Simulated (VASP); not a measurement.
A run of VASP 6.6.1 is set up as follows.

INCAR

```
SYSTEM = KF
ALGO = Normal ; EDIFF = 1E-6
ENCUT = 520 ; GGA = CA
ISIF = 2 ; ISMEAR = 0
LASPH = .True. ; LCHARG = .True.
LELF = .True. ; LREAL = .False.
LVHAR = .True. ; LWAVE = .False.
NBANDS = 15 ; NELM = 80
PREC = Accurate ; SIGMA = 0.05
```

File KPOINTS:

```
k-points
0
Gamma
  8 8 8
  0 0 0
```

File POSCAR:

```
KF
1.0
    0.0000000000      2.6066625000      2.7403375000
    2.6066625000      0.0000000000      2.7403375000
    2.6066625000      2.6066625000      0.0000000000
K F
1 1
Direct
    0.0000000000      0.0000000000      0.0000000000
    0.5000000000      0.5000000000      0.5000000000
```

Potentials or basis: VASP PAW LDA potentials, release 64 (K_sv, F).

Command:

```console
$ cat potpaw_LDA.64/K_sv/POTCAR potpaw_LDA.64/F/POTCAR > POTCAR
$ mpirun -np 1 vasp_std > vasp.out
```

Task: What does it give for the band gap on the k mesh?

Result: 5.87 eV, direct.

Task: Predict the pressure.

Result: -2.5 GPa.

Stress tensor (GPa, compression positive):
```
-1.72  0.00  0.00
 0.00 -1.72  0.00
 0.00  0.00 -4.05
```

Caveat: the cell differs from its parent crystal (strain -0.025 along x and y, +0.025 along z). A k mesh can miss the band edges.
